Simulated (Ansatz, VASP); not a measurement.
Te in VASP and in Ansatz

```xyz
3
Lattice="4.5303 0.0000 0.0000 -2.2651 3.9233 0.0000 0.0000 0.0000 5.9374" Properties=species:S:1:pos:R:3 pbc="T T T"
Te   -1.0492    3.9233    1.9791
Te   -0.6080    1.0530    3.9583
Te    1.6572    2.8703    0.0000
```

Alike in both runs: task single point; functional PBE; k mesh 2 × 2 × 1; occupations fermi-dirac, width 0.05 eV; no spin polarisation.

|  | VASP | Ansatz |
| --- | --- | --- |
| version | VASP 6.6.1 | Ansatz 0.2.0 |
| potentials or method | VASP PAW PBE potentials, release 64 (Te), cutoff 520 eV | plane waves (420 eV) with PAW, scalar-relativistic |
| valence electrons in the cell | 18 | 48 |

|  | VASP | Ansatz | Ansatz less VASP |
| --- | --- | --- | --- |
| pressure (GPa) | -0.1 | -0.1 | +0.02 |
| traceless stress, the component that is largest in VASP (GPa) | -4.44 | -4.43 | +0.011 |

With one functional, cell and mesh, what is left measures potentials, basis and numerics. VASP's potentials hold 18 valence electrons a cell and Ansatz's 48, so a difference there can come from the potentials and not from the codes.

The k mesh is coarse, so the values compare programs but aren't converged. Spin-orbit coupling is off throughout.
